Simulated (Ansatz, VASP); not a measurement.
**GeN: VASP beside Ansatz**

```
Ge N
1.0
     3.28245    0.00000    0.00000
    -1.64123    2.84269    0.00000
     0.00000    0.00000    3.05841
Ge N
1 1
Direct
  0.00000 0.00000 0.00000
  0.66667 0.33333 0.00000
```

Alike in both runs: functional PBE; k mesh 7 × 7 × 5; occupations gaussian, width 0.2 eV; no spin polarisation.

Ansatz relaxed the structure, and its values are those at the end. VASP's run is a single point on that final structure, the one shown.

|  | VASP | Ansatz |
| --- | --- | --- |
| version | VASP 6.6.1 | Ansatz 0.2.0 |
| potentials or method | VASP PAW PBE potentials, release 64 (Ge_d, N), cutoff 600 eV | scalar-relativistic, plane waves, PAW |
| valence electrons in the cell | 19 | 19 |

```tsv
	VASP	Ansatz	Ansatz less VASP
gap on the k mesh at the Fermi level (eV)	none	none	-
pressure (GPa)	-0.4	0.0	+0.44
```

A gap of «none» marks a metal or a gap that the smearing closes.

The k mesh is coarse, so the values compare programs but aren't converged.
